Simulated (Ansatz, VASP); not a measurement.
**CdSe: VASP beside Ansatz**

INCAR

```
ALGO = Normal
EDIFF = 1E-6
ENCUT = 520
ISIF = 2
ISMEAR = -1
LASPH = True
LCHARG = True
LELF = True
LREAL = False
LVHAR = True
LWAVE = False
NBANDS = 16
NELM = 60
PREC = Accurate
SIGMA = 0.05
```

File KPOINTS:

```
k-points
0
Gamma
  12 12 12
```

Contents of POSCAR:

```
CdSe
1.0
    0.0000000000      2.9220277494      2.9220277494
    2.9220277494      0.0000000000      2.9220277494
    2.9220277494      2.9220277494      0.0000000000
Cd Se
1 1
Direct
    0.0000000000      0.0000000000      0.0000000000
    0.2500000000      0.2500000000      0.2500000000
```

Input for Ansatz:

```yaml
crystal:
  lattice:
    - [0.0, 2.9220277494, 2.9220277494]
    - [2.9220277494, 0.0, 2.9220277494]
    - [2.9220277494, 2.9220277494, 0.0]
  atoms:
    - { symbol: Cd, position: [0.0, 0.0, 0.0] }
    - { symbol: Se, position: [0.25, 0.25, 0.25] }
kpoints:
  mp_grid: { grid: [12, 12, 12] }
scf:
  occupations: { method: fermi_dirac, width: 0.05 }
hamiltonian:
  xc: lda
  pseudopotentials: { kind: paw, core: large }
output:
  forces: true
  stress: true
  eigenvalues: true
  write_density: true
  write_potential: true
  elf: true
  volumetric_format: npy
```

Change from the starting cell: volume scaled by 0.92, PAW files, core large.

Alike in both runs: task single point; functional LDA; k mesh 12 × 12 × 12; occupations fermi-dirac, width 0.05 eV; no spin polarisation.

|  | VASP | Ansatz |
| --- | --- | --- |
| version | VASP 6.6.1 | Ansatz 0.2.0 |
| potentials or method | VASP PAW LDA potentials, release 64 (Cd, Se) | PAW with other files of Ansatz's library (core large), scalar-relativistic |
| plane-wave cutoff (eV) | 520 | 420 |
| valence electrons in the cell | 18 | 26 |

|  | VASP | Ansatz | Ansatz less VASP |
| --- | --- | --- | --- |
| pressure (GPa) | 6.5 | 5.9 | -0.67 |

LDA's correlation is that of Perdew and Zunger in VASP and of Perdew and Wang (1992) in Ansatz. VASP's potentials hold 18 valence electrons a cell and Ansatz's 26, so a difference there can come from the potentials and not from the codes. Ansatz's warnings: datasets by core.
